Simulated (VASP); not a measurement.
Here is a VASP 6.6.1 calculation.

File INCAR:

```
SYSTEM = Ge
  ALGO = Normal
  EDIFF = 1E-7
  ENCUT = 520
  ISIF = 2
  ISMEAR = 1
  LASPH = .True.
  LCHARG = .False.
  LREAL = .False.
  LWAVE = .False.
  NBANDS = 13
  NELM = 60
  PREC = Accurate
  SIGMA = 0.1
```

File KPOINTS:

```
k-points
0
Gamma
  11 11 10
  0 0 0
```

Contents of POSCAR:

```
Ge
1.0
    1.3971500000     -2.6005200000      0.0000000000
    1.3971500000      2.6005200000      0.0000000000
    0.0000000000      0.0000000000      2.6982300000
Ge
1
Direct
    0.5000000000      0.5000000000      0.0000000000
```

Potentials or basis: VASP PAW LDA potentials, release 64 (Ge_d).

The run is started by

```console
$ cat potpaw_LDA.64/Ge_d/POTCAR > POTCAR
$ mpirun -np 1 vasp_std > vasp.out
```

Question: Predict the pressure.

Answer: -5.6 GPa.

Question: Predict the band gap on the k mesh.

Answer: Zero (band 7 reaches 12.54 eV, above the bottom of band 8 at 3.56 eV).

Stress tensor (GPa, compression positive):
```
-4.19  0.00  0.00
 0.00 -7.51  0.00
 0.00  0.00 -5.24
```
